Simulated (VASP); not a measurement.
# Na8F7 (a cell with a defect) in VASP: single point with PBE

Aim: the single point of Na8F7 (a cell with a defect) with PBE.

Everything below comes from runs of VASP 6.6.1. Logs are shortened: lines on timing, memory, paths and dates and some standing lists are left out, and cuts for length are marked.

## 1. The cell of the first run

The cell holds a defect, 15 atoms: a = 6.646 Å, b = 6.646 Å, c = 6.646 Å, α = 60.00°, β = 60.00°, γ = 60.00°.

## 2. Single point, PBE

Contents of INCAR:

```
ALGO = Normal
EDIFF = 1E-6
ENCUT = 520
GGA = PE
ISIF = 2
ISMEAR = 0
LASPH = True
LCHARG = True
LELF = True
LREAL = Auto
LVHAR = True
LWAVE = False
NBANDS = 66
NELECT = 104.0
NELM = 60
PREC = Accurate
SIGMA = 0.05
```

Contents of KPOINTS:

```
k-points
0
Gamma
  4 4 4
```

Contents of POSCAR:

```
Na8F7
1.0
    0.0000000000      4.6997660262      4.6997660262
    4.6997660262      0.0000000000      4.6997660262
    4.6997660262      4.6997660262      0.0000000000
Na F
8 7
Direct
   -0.0270631558      0.5270631530      0.4948619755
   -0.0134489674      0.5134489646      0.0167374290
    0.0046627853      0.0046627853      0.5019920113
   -0.0128074461     -0.0128074461      0.0025754474
    0.5128074433      0.5128074433      0.4769605524
    0.4953372119      0.4953372119      0.0113175847
    0.5270631530     -0.0270631558      0.4948619755
    0.5134489646     -0.0134489674      0.0167374290
    0.2499999986      0.2499999986      0.3053287104
    0.2476919050      0.7685629412      0.2387082663
    0.2523080922      0.7314370504      0.7549631152
    0.7685629412      0.2476919050      0.2387082663
    0.7314370504      0.2523080922      0.7549631152
    0.7499999958      0.7499999958      0.2481633114
    0.7499999958      0.7499999958      0.7556211267
```

Potentials or basis: VASP PAW PBE potentials, release 64 (Na_pv, F).

Launch:

```
> cat potpaw_PBE.64/Na_pv/POTCAR potpaw_PBE.64/F/POTCAR > POTCAR
> mpirun -np 1 vasp_std > vasp.out
```

OUTCAR:

```text
EDIFF = 1E-6
   ENCUT = 520
   GGA = PE
   ISIF = 2
   ISMEAR = 0
   LASPH = True
   LREAL = Auto
   NELECT = 104.0
   NELM = 60
   PREC = Accurate

 ion  position               nearest neighbor table
   1  0.973  0.527  0.495-  14 2.21   9 2.23  15 2.28
   2  0.987  0.513  0.017-  14 2.20  11 2.28  12 2.28  15 2.34
   3  0.005  0.005  0.502-   9 2.33  10 2.35  12 2.35
   4  0.987  0.987  0.003-  14 2.23  12 2.34  10 2.34
   5  0.513  0.513  0.477-  14 2.23  13 2.34  11 2.34
   6  0.495  0.495  0.011-   9 2.33  11 2.35  13 2.35
   7  0.527  0.973  0.495-  14 2.21   9 2.23  15 2.28
   8  0.513  0.987  0.017-  14 2.20  13 2.28  10 2.28  15 2.34
   9  0.250  0.250  0.305-   1 2.23   7 2.23   6 2.33   3 2.33
  10  0.248  0.769  0.239-   8 2.28   4 2.34   3 2.35
  11  0.252  0.731  0.755-   2 2.28   5 2.34   6 2.35
  12  0.769  0.248  0.239-   2 2.28   4 2.34   3 2.35
  13  0.731  0.252  0.755-   8 2.28   5 2.34   6 2.35
  14  0.750  0.750  0.248-   2 2.20   8 2.20   7 2.21   1 2.21   5 2.23   4 2.23
  15  0.750  0.750  0.756-   1 2.28   7 2.28   2 2.34   8 2.34

  LATTYP: Found a face centered cubic cell.
 ALAT       =     9.3995320524

  Lattice vectors:

 A1 = (   0.0000000000,   4.6997660262,   4.6997660262)
 A2 = (   4.6997660262,   0.0000000000,   4.6997660262)
 A3 = (   4.6997660262,   4.6997660262,   0.0000000000)

Analysis of symmetry for initial positions (statically):
=====================================================================
 Subroutine PRICEL returns:
 Original cell was already a primitive cell.

 Routine SETGRP: Setting up the symmetry group for a
 face centered cubic supercell.

 Subroutine GETGRP returns: Found  4 space group operations
 (whereof  2 operations were pure point group operations)
 out of a pool of 48 trial point group operations.

The static configuration has the point symmetry C_1h.
 The point group associated with its full space group is C_2v.

Analysis of symmetry for dynamics (positions and initial velocities):
=====================================================================
 Subroutine PRICEL returns:
 Original cell was already a primitive cell.

 Routine SETGRP: Setting up the symmetry group for a
 face centered cubic supercell.

 Subroutine GETGRP returns: Found  4 space group operations
 (whereof  2 operations were pure point group operations)
 out of a pool of 48 trial point group operations.

The dynamic configuration has the point symmetry C_1h.
 The point group associated with its full space group is C_2v.

 Subroutine INISYM returns: Found  4 space group operations
 (whereof  2 operations are pure point group operations),
 and found     1 'primitive' translations

----------------------------------------------------------------------------------------

                                     Primitive cell

  volume of cell :     207.6150

  direct lattice vectors                    reciprocal lattice vectors
     0.000000000  4.699766026  4.699766026    -0.106388275  0.106388275  0.106388275
     4.699766026  0.000000000  4.699766026     0.106388275 -0.106388275  0.106388275
     4.699766026  4.699766026  0.000000000     0.106388275  0.106388275 -0.106388275

  length of vectors
     6.646472854  6.646472854  6.646472854     0.184269897  0.184269897  0.184269897

  position of ions in fractional coordinates (direct lattice)
     0.972936844  0.527063153  0.494861976
     0.986551033  0.513448965  0.016737429
     0.004662785  0.004662785  0.501992011
     0.987192554  0.987192554  0.002575447
     0.512807443  0.512807443  0.476960552
     0.495337212  0.495337212  0.011317585
     0.527063153  0.972936844  0.494861976
     0.513448965  0.986551033  0.016737429
     0.249999999  0.249999999  0.305328710
     0.247691905  0.768562941  0.238708266
     0.252308092  0.731437050  0.754963115
     0.768562941  0.247691905  0.238708266
     0.731437050  0.252308092  0.754963115
     0.749999996  0.749999996  0.248163311
     0.749999996  0.749999996  0.755621127

  ion indices of the primitive-cell ions
   primitive index   ion index
                 1           1
                 2           2
                 3           3
                 4           4
                 5           5
                 6           6
                 7           7
                 8           8
                 9           9
                10          10
                11          11
                12          12
                13          13
                14          14
                15          15

----------------------------------------------------------------------------------------

 KPOINTS: k-points

Automatic generation of k-mesh.
 Grid dimensions read from file:
 generate k-points for:    4    4    4

 Generating k-lattice:

  Cartesian coordinates                     Fractional coordinates (reciprocal lattice)
    -0.026597069  0.026597069  0.026597069     0.250000000  0.000000000  0.000000000
     0.026597069 -0.026597069  0.026597069     0.000000000  0.250000000  0.000000000
     0.026597069  0.026597069 -0.026597069     0.000000000  0.000000000  0.250000000

  Length of vectors
     0.046067474  0.046067474  0.046067474

  Shift w.r.t. Gamma in fractional coordinates (k-lattice)
     0.000000000  0.000000000  0.000000000

 Subroutine IBZKPT returns following result:
 ===========================================

 Found     18 irreducible k-points:

 Following reciprocal coordinates:
            Coordinates               Weight
  0.000000  0.000000  0.000000      1.000000
  0.250000  0.000000  0.000000      4.000000
  0.000000  0.000000  0.250000      4.000000
  0.500000  0.000000  0.000000      2.000000
  0.000000  0.000000  0.500000      2.000000
  0.250000  0.250000  0.000000      2.000000
[... 10 lines left out ...]
 -0.250000  0.500000  0.250000      4.000000
  0.250000 -0.250000  0.500000      2.000000
   k-points           NKPTS =     18   k-points in BZ     NKDIM =     18   number of bands    NBANDS=     66
   number of dos      NEDOS =    301   number of ions     NIONS =     15
   total plane-waves  NPLWV = 125000
   dimension x,y,z NGX =    50 NGY =   50 NGZ =   50
   dimension x,y,z NGXF=   100 NGYF=  100 NGZF=  100
   ions per type =               8   7
   NGX,Y,Z   is equivalent  to a cutoff of  12.51, 12.51, 12.51 a.u.
   NGXF,Y,Z  is equivalent  to a cutoff of  25.01, 25.01, 25.01 a.u.
 SYSTEM =  unknown system
   PREC   = accura    normal or accurate (medium, high low for compatibility)
   ISTART =      0    job   : 0-new  1-cont  2-samecut
   ICHARG =      2    charge: 1-file 2-atom 10-const
   ISPIN  =      1    spin polarized calculation?
   LNONCOLLINEAR =      F non collinear calculations
   LSORBIT =      F    spin-orbit coupling
   LASPH  =      T    aspherical Exc in radial PAW
   ENCUT  =  520.0 eV  38.22 Ry    6.18 a.u.  12.36 12.36 12.36*2*pi/ulx,y,z
   NELM   =     60;   NELMIN=  2; NELMDL= -5     # of ELM steps
   EDIFF  = 0.1E-05   stopping-criterion for ELM
   LREAL  =      T    real-space projection
   EDIFFG = 0.1E-04   stopping-criterion for IOM
   NSW    =      0    number of steps for IOM
   IBRION =     -1    ionic relax: 0-MD 1-quasi-New 2-CG
   NFREE  =      0    steps in history (QN), initial steepest desc. (CG)
   ISIF   =      2    stress and relaxation
   ISYM   =      2    0-nonsym 1-usesym 2-fastsym
   POTIM  = 0.5000    time-step for ionic-motion
   TEBEG  =    0.0;   TEEND  =   0.0 temperature during run
   PSTRESS=    0.0 pullay stress
   NELECT =     104.0000    total number of electrons
   NUPDOWN=      -1.0000    fix difference up-down
   EMIN   =  10.00;   EMAX   =-10.00  energy-range for DOS
   EFERMI =   0.00;   METHOD = LEGACY
   ISMEAR =     0;   SIGMA  =   0.05  broadening in eV -4-tet -1-fermi 0-gaus
   EFERMI_NEDOS =   21; number of points for ismear=-14 and -15
   IALGO  =     38    algorithm
   IMIX   =      4    mixing-type and parameters
     AMIX     =   0.40;   BMIX     =  1.00
     AMIX_MAG =   1.60;   BMIX_MAG =  1.00
  volume/ion in A,a.u.               =      13.84        93.40
  Fermi-wavevector in a.u.,A,eV,Ry     =   1.300169  2.456963 22.999814  1.690439
  Thomas-Fermi vector in A             =   2.431385
   LORBIT       =      0    0 simple, 1 ext, 2 COOP (PROOUT), +10 PAW based schemes
   GGA     = PE    functional components
   LHFCALC =     F    Hartree Fock is set to
   AEXX    =    0.0000 exact exchange contribution
   IVDW    =     0    specifies the selected vdW correction
   LEPSILON=     F    determine dielectric tensor
   LRPA    =     F    only Hartree local field effects (RPA)
 non-spin polarized calculation
 Gauss-broadening in eV      SIGMA  =   0.05
  energy-cutoff  :      520.00
  volume of cell :      207.61
 maximum number of plane-waves:      5609
 NGX is ok and might be reduce to    50
   NGX = 25   NGY = 25   NGZ = 25

 number of electron     103.9999986 magnetization

 Free energy of the ion-electron system (eV)
  ---------------------------------------------------
  ext. energy  EPLUGINS =         0.00000000
  ---------------------------------------------------
  free energy    TOTEN  =       -63.01554126 eV

  energy without entropy =      -63.01554126  energy(sigma->0) =      -63.01554126

 E-fermi :  -1.9322     XC(G=0):  -8.4685

 val. band max:       -2.2241957122   @ k =   0.0000   0.0000   0.0000
 cond. band min:       2.6696318537   @ k =   0.0000   0.0000   0.0000
 fundamental gap:      4.8938275658
 Fermi energy:        -1.9321640892

 k-point     1 :       0.0000    0.0000    0.0000
  band No.  band energies     occupation
      1     -22.4519      2.00000
      2     -22.0637      2.00000
      3     -22.0589      2.00000
      4     -22.0541      2.00000
      5     -21.7306      2.00000
      6     -21.7274      2.00000
[... 1195 lines left out ...]
     63      10.7908      0.00000
     64      11.0253      0.00000
 [bands above 64 left out]

------------------------ aborting loop because EDIFF is reached ----------------------------------------

  FORCE on cell =-STRESS in cart. coord.  units (eV):
  Direction    XX          YY          ZZ          XY          YZ          ZX
  --------------------------------------------------------------------------------------
  -------------------------------------------------------------------------------------
  Total       -3.2847493     -3.2847493     -3.7468392     -0.3811324      0.0000000     -0.0000000
  in kB      -25.3486071    -25.3486071    -28.9145827     -2.9412219      0.0000000     -0.0000000
  external PRESSURE =     -26.5372656 kB  Pullay stress =       0.0000000 kB

 VOLUME and BASIS-vectors are now :
 -----------------------------------------------------------------------------
  energy-cutoff  :      520.00
  volume of cell :      207.61
      direct lattice vectors                 reciprocal lattice vectors
     0.000000000  4.699766026  4.699766026    -0.106388275  0.106388275  0.106388275
     4.699766026  0.000000000  4.699766026     0.106388275 -0.106388275  0.106388275
     4.699766026  4.699766026  0.000000000     0.106388275  0.106388275 -0.106388275

 POSITION                                       TOTAL-FORCE (eV/Angst)
 -----------------------------------------------------------------------------------
      4.80281      6.89831      7.04965        -0.063340      0.059476      0.000000
      2.49175      4.71522      7.04965         0.011728      0.061660      0.000000
      2.38116      2.38116      0.04383        -0.010821     -0.010821     -0.039430
      4.65168      4.65168      9.27915         0.046382      0.046382     -0.029519
      4.65168      4.65168      4.82015         0.046382      0.046382      0.029519
      2.38116      2.38116      4.65594        -0.010821     -0.010821      0.039430
      6.89831      4.80281      7.04965         0.059476     -0.063340      0.000000
      4.71522      2.49175      7.04965         0.061660      0.011728      0.000000
      2.60991      2.60991      2.34988        -0.258712     -0.258712      0.000000
      4.73394      2.28597      4.77616        -0.010419      0.043543     -0.052507
      6.98573      4.73394      4.62337         0.043543     -0.010419      0.052507
      2.28597      4.73394      4.77616         0.043543     -0.010419     -0.052507
      4.73394      6.98573      4.62337        -0.010419      0.043543      0.052507
      4.69113      4.69113      7.04965         0.038643      0.038643     -0.000000
      7.07607      7.07607      7.04965         0.013177      0.013177     -0.000000
 -----------------------------------------------------------------------------------
    total drift:                               -0.001519     -0.001519      0.000193

  FREE ENERGIE OF THE ION-ELECTRON SYSTEM (eV)
  ---------------------------------------------------
  free  energy   TOTEN  =       -63.0155412561 eV

  energy  without entropy=      -63.0155412561  energy(sigma->0) =      -63.01554126
```

Run time: 4.1 min. Hardware: 1 thread of Intel Xeon 6975P-C (Granite Rapids), shared host; peak memory 0.4 GiB.

What came out:

```yaml
Free_energy: -63.0155 eV
Largest_force: 0.366 eV/Å
```

Forces in eV/Å, atoms in the order of the input:
```
Na  -0.063  0.059  0.000
Na   0.012  0.062  0.000
Na  -0.011 -0.011 -0.039
Na   0.046  0.046 -0.030
Na   0.046  0.046  0.030
Na  -0.011 -0.011  0.039
Na   0.059 -0.063  0.000
Na   0.062  0.012  0.000
F   -0.259 -0.259  0.000
F   -0.010  0.044 -0.053
F    0.044 -0.010  0.053
F    0.044 -0.010 -0.053
F   -0.010  0.044  0.053
F    0.039  0.039  0.000
F    0.013  0.013  0.000
```

Caveat: the cell carries a net charge on a neutralising background, which shifts energy and pressure; the cell is charged against a uniform background, so pressure and absolute levels hang on convention.
